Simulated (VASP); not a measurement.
# CdSe (F-43m) in VASP: a series of runs

The runs below take CdSe through elastic constants, with PBEsol.

Program: VASP 6.6.1. These are calculated values, not measurements. Logs are shortened: lines on timing, memory, paths and dates and some standing lists are left out, and cuts for length are marked.

## Step 1: The cell of the first run

It takes space group F-43m (No. 216, cubic). The conventional cell has a = 5.641 Å, b = 5.641 Å, c = 5.641 Å, α = 90.00°, β = 90.00°, γ = 90.00°. Within 3.2 Å of Cd (site symmetry -43m) lie 4 Se at 2.44 Å. Within 3.2 Å of Se (site symmetry -43m) lie 4 Cd at 2.44 Å.

## Step 2: Elastic constants, PBEsol

The input, INCAR:

```
PREC     = Accurate       # precision mode
ENCUT    = 600            # plane-wave cutoff, eV
EDIFF    = 1E-8           # SCF threshold, eV
ISMEAR   = 0              # smearing method
SIGMA    = 0.01           # smearing width, eV
LREAL    = False          # projectors in reciprocal space
LASPH    = True           # aspherical terms in the spheres
NELM     = 100            # most SCF steps
ALGO     = Normal         # electronic algorithm
ISIF     = 3              # what is computed and relaxed
LWAVE    = False          # write WAVECAR
LCHARG   = False          # write CHGCAR
GGA      = PS             # functional
IBRION   = 6              # ionic algorithm
NFREE    = 2            
POTIM    = 0.015          # step
NSW      = 1              # ionic steps
```

The input, KPOINTS:

```
Automatic mesh
0
Gamma
  6 6 6
```

The input, POSCAR:

```
CdSe
1.0
    0.0000000000      2.8205679176      2.8205679176
    2.8205679176      0.0000000000      2.8205679176
    2.8205679176      2.8205679176      0.0000000000
Cd Se
1 1
Direct
    0.0000000000      0.0000000000      0.0000000000
    0.7500000000      0.7500000000      0.7500000000
```

Potentials or basis: VASP PAW PBE potentials, release 64 (Cd, Se).

Command:

```bash
$ cat potpaw_PBE.64/Cd/POTCAR potpaw_PBE.64/Se/POTCAR > POTCAR
$ mpirun -np 1 vasp_std > vasp.out
```

OUTCAR:

```text
PREC = Accurate
   ENCUT = 600
   EDIFF = 1E-8
   ISMEAR = 0
   LREAL = False
   LASPH = True
   NELM = 100
   ISIF = 3
   GGA = PS
   IBRION = 6
   NFREE = 2
   POTIM = 0.015
   NSW = 1

 ion  position               nearest neighbor table
   1  0.000  0.000  0.000-   2 2.44   2 2.44   2 2.44   2 2.44
   2  0.750  0.750  0.750-   1 2.44   1 2.44   1 2.44   1 2.44

  LATTYP: Found a face centered cubic cell.
 ALAT       =     5.6411358352

  Lattice vectors:

 A1 = (   0.0000000000,   2.8205679176,   2.8205679176)
 A2 = (   2.8205679176,   0.0000000000,   2.8205679176)
 A3 = (   2.8205679176,   2.8205679176,   0.0000000000)

Analysis of symmetry for initial positions (statically):
=====================================================================
 Subroutine PRICEL returns:
 Original cell was already a primitive cell.

 Routine SETGRP: Setting up the symmetry group for a
 face centered cubic supercell.

 Subroutine GETGRP returns: Found 24 space group operations
 (whereof 24 operations were pure point group operations)
 out of a pool of 48 trial point group operations.

The static configuration has the point symmetry T_d .

Analysis of symmetry for dynamics (positions and initial velocities):
=====================================================================
 Subroutine PRICEL returns:
 Original cell was already a primitive cell.

 Routine SETGRP: Setting up the symmetry group for a
 face centered cubic supercell.

 Subroutine GETGRP returns: Found 24 space group operations
 (whereof 24 operations were pure point group operations)
 out of a pool of 48 trial point group operations.

The dynamic configuration has the point symmetry T_d .

 Subroutine INISYM returns: Found 24 space group operations
 (whereof 24 operations are pure point group operations),
 and found     1 'primitive' translations

----------------------------------------------------------------------------------------

                                     Primitive cell

  volume of cell :      44.8786

  direct lattice vectors                    reciprocal lattice vectors
     0.000000000  2.820567918  2.820567918    -0.177269264  0.177269264  0.177269264
     2.820567918  0.000000000  2.820567918     0.177269264 -0.177269264  0.177269264
     2.820567918  2.820567918  0.000000000     0.177269264  0.177269264 -0.177269264

  length of vectors
     3.988885403  3.988885403  3.988885403     0.307039373  0.307039373  0.307039373

  position of ions in fractional coordinates (direct lattice)
     0.000000000  0.000000000  0.000000000
     0.750000000  0.750000000  0.750000000

  ion indices of the primitive-cell ions
   primitive index   ion index
                 1           1
                 2           2

----------------------------------------------------------------------------------------

 KPOINTS: Automatic mesh

Automatic generation of k-mesh.
 Grid dimensions read from file:
 generate k-points for:    6    6    6

 Generating k-lattice:

  Cartesian coordinates                     Fractional coordinates (reciprocal lattice)
    -0.029544877  0.029544877  0.029544877     0.166666667  0.000000000  0.000000000
     0.029544877 -0.029544877  0.029544877     0.000000000  0.166666667  0.000000000
     0.029544877  0.029544877 -0.029544877     0.000000000  0.000000000  0.166666667

  Length of vectors
     0.051173229  0.051173229  0.051173229

  Shift w.r.t. Gamma in fractional coordinates (k-lattice)
     0.000000000  0.000000000  0.000000000

[... 93 lines left out ...]

  FORCE on cell =-STRESS in cart. coord.  units (eV):
  Direction    XX          YY          ZZ          XY          YZ          ZX
  --------------------------------------------------------------------------------------
  -------------------------------------------------------------------------------------
  Total        5.8311372      5.8311372      5.8311372      0.0000000     -0.0000000      0.0000000
  in kB      208.1728855    208.1728855    208.1728855      0.0000000     -0.0000000      0.0000000
  external PRESSURE =     208.1728855 kB  Pullay stress =       0.0000000 kB
[... 89 lines left out ...]
  FREE ENERGIE OF THE ION-ELECTRON SYSTEM (eV)
  ---------------------------------------------------
  free  energy   TOTEN  =        -5.4676461190 eV

  energy  without entropy=       -5.4676461190  energy(sigma->0) =       -5.46764612

[... ionic steps 4 to 14 ...]

--------------------------------------- Ionic step       15  -------------------------------------------

 number of electron      18.0000001 magnetization

------------------------ aborting loop because EDIFF is reached ----------------------------------------
[... 67 lines left out ...]
--------------------------------------- Ionic step       17  -------------------------------------------

 number of electron      18.0000003 magnetization

 Free energy of the ion-electron system (eV)
  ---------------------------------------------------
  ext. energy  EPLUGINS =         0.00000000
  ---------------------------------------------------
  free energy    TOTEN  =        -5.55820363 eV

  energy without entropy =       -5.55820363  energy(sigma->0) =       -5.55820363

 E-fermi :   3.0142     XC(G=0): -10.1687

 val. band max:        2.9317022604   @ k =   0.0000   0.0000   0.0000
 cond. band min:       3.8367770455   @ k =   0.0000   0.0000   0.0000
 fundamental gap:      0.9050747852
 Fermi energy:         3.0141708997

 k-point     1 :       0.0000    0.0000    0.0000
  band No.  band energies     occupation
      1     -11.2838      2.00000
      2      -6.1216      2.00000
      3      -6.1057      2.00000
      4      -6.0897      2.00000
      5      -5.4200      2.00000
      6      -5.4197      2.00000
      7       2.9268      2.00000
      8       2.9299      2.00000
      9       2.9317      2.00000
     10       3.8368      0.00000
     11       8.6497      0.00000
     12       8.6560      0.00000
     13       8.6634      0.00000
[... 354 lines left out ...]
  band No.  band energies     occupation
      1     -10.6137      2.00000
      2      -5.9138      2.00000
      3      -5.8469      2.00000
      4      -5.4946      2.00000
      5      -5.3657      2.00000
      6      -4.9208      2.00000
      7      -2.6754      2.00000
      8       0.6400      2.00000
      9       1.3086      2.00000
     10       6.5188      0.00000
     11       8.4136      0.00000
     12      10.1213      0.00000
     13      10.6481      0.00000

 [... further k-points ...]
[... 5 lines left out ...]
  --------------------------------------------------------------------------------------
  -------------------------------------------------------------------------------------
  Total        5.8306583      5.8358143      5.8358143      0.0000000     -0.2654102      0.0000000
  in kB      208.1557889    208.3398586    208.3398586      0.0000000     -9.4752020      0.0000000
  external PRESSURE =     208.2785020 kB  Pullay stress =       0.0000000 kB
[... 17 lines left out ...]
  FREE ENERGIE OF THE ION-ELECTRON SYSTEM (eV)
  ---------------------------------------------------
  free  energy   TOTEN  =        -5.5582036271 eV

  energy  without entropy=       -5.5582036271  energy(sigma->0) =       -5.55820363

 INTERNAL STRAIN TENSORS FROM STRAINED CELLS
 ============================================

 INTERNAL STRAIN TENSOR FOR ION    1 for displacements in x,y,z  (eV/Angst):
          X           Y           Z          XY          YZ          ZX
  --------------------------------------------------------------------------------
  x    -0.00000    -0.00000     0.00000     0.00000   -17.69649    -0.00000
  y     0.00000     0.00000    -0.00000     0.00000    -0.00000   -17.69675
  z     0.00000    -0.00000    -0.00000   -17.69694     0.00000    -0.00000

 INTERNAL STRAIN TENSORS FROM DISPLACED ATOMS
 ============================================

 INTERNAL STRAIN TENSOR FOR ION    1 for displacements in x,y,z  (eV/Angst):
          X           Y           Z          XY          YZ          ZX
  --------------------------------------------------------------------------------
  x     0.00000    -0.00000    -0.00000     0.00000   -17.68160     0.00000
  y     0.00000     0.00000     0.00000     0.00000     0.00000   -17.68160
  z    -0.00000    -0.00000     0.00000   -17.68160     0.00000     0.00000

 INTERNAL STRAIN TENSOR FOR ION    2 for displacements in x,y,z  (eV/Angst):
          X           Y           Z          XY          YZ          ZX
  --------------------------------------------------------------------------------
  x     0.00000     0.00000     0.00000     0.00000    17.68917     0.00000
  y     0.00000     0.00000     0.00000     0.00000     0.00000    17.68917
  z     0.00000     0.00000     0.00000    17.68917     0.00000     0.00000

 Eigenvectors and eigenvalues of the dynamical matrix
 ----------------------------------------------------

   1 f  =    7.388922 THz    46.425968 2PiTHz  246.467919 cm-1    30.558114 meV
             X         Y         Z           dx          dy          dz
      0.000000  0.000000  0.000000     0.000000    0.642523    0.000000
      4.230852  4.230852  4.230852     0.000000   -0.766267    0.000000
[... 21 lines left out ...]
   6 f/i=    0.001752 THz     0.011011 2PiTHz    0.058457 cm-1     0.007248 meV
             X         Y         Z           dx          dy          dz
      0.000000  0.000000  0.000000     0.000000    0.000000    0.766267
      4.230852  4.230852  4.230852     0.000000    0.000000    0.642523

--------------------------------------------------------------------------------------------------------

 ELASTIC MODULI CONTR FROM IONIC RELAXATION (kBar)
 Direction    XX          YY          ZZ          XY          YZ          ZX
 --------------------------------------------------------------------------------
 XX          -0.0000     -0.0000     -0.0000     -0.0000      0.0000      0.0000
 YY          -0.0000     -0.0000     -0.0000     -0.0000     -0.0000      0.0000
 ZZ          -0.0000     -0.0000     -0.0000      0.0000     -0.0000      0.0000
 XY          -0.0000     -0.0000      0.0000  -1077.6130      0.0000      0.0000
 YZ           0.0000     -0.0000     -0.0000      0.0000  -1077.6130      0.0000
 ZX           0.0000      0.0000      0.0000      0.0000      0.0000  -1077.6130
 --------------------------------------------------------------------------------

 TOTAL ELASTIC MODULI (kBar)
 Direction    XX          YY          ZZ          XY          YZ          ZX
 --------------------------------------------------------------------------------
 XX        1131.8607   1205.7851   1205.7851      0.0000      0.0000     -0.0000
 YY        1205.7851   1131.8607   1205.7851     -0.0000      0.0000     -0.0000
 ZZ        1205.7851   1205.7851   1131.8607      0.0000      0.0000      0.0000
 XY           0.0000     -0.0000      0.0000    -15.1123      0.0000     -0.0000
 YZ           0.0000      0.0000      0.0000      0.0000    -15.1123     -0.0000
 ZX          -0.0000     -0.0000      0.0000     -0.0000     -0.0000    -15.1123
 --------------------------------------------------------------------------------
```

Run time: 3.3 min. Hardware: 1 thread of AMD EPYC 9R45 (Zen 5), shared host; peak memory 0.22 GiB.

Results:

```
Elastic constants C11, C12, C44                         : 113, 121, -2 GPa
Voigt bulk modulus                                      : 118 GPa
Highest phonon frequency at Γ, LO-TO splitting left out : 246 cm⁻¹
```

Phonon frequencies in cm⁻¹ (negative: imaginary):
```
              q point        frequencies
(0.000, 0.000, 0.000)  0 0 0 246 246 246
```

Elastic tensor in Voigt notation (GPa, in the Cartesian axes of the cell as first typed):
```
113 121 121   0   0   0
121 113 121   0   0   0
121 121 113   0   0   0
  0   0   0  -2   0   0
  0   0   0   0  -2   0
  0   0   0   0   0  -2
```

Clamped-ion elastic tensor (GPa):
```
113 121 121   0   0   0
121 113 121   0   0   0
121 121 113   0   0   0
  0   0   0 106   0   0
  0   0   0   0 106   0
  0   0   0   0   0 106
```

Caveat: the cell is under stress, which shifts elastic constants; the elastic tensor has a negative eigenvalue, so either the cell is unstable as it stands or the mesh is too thin; the PAW data sets were made with another functional, which shifts forces and pressure a little.

[end of part 1 of 2]
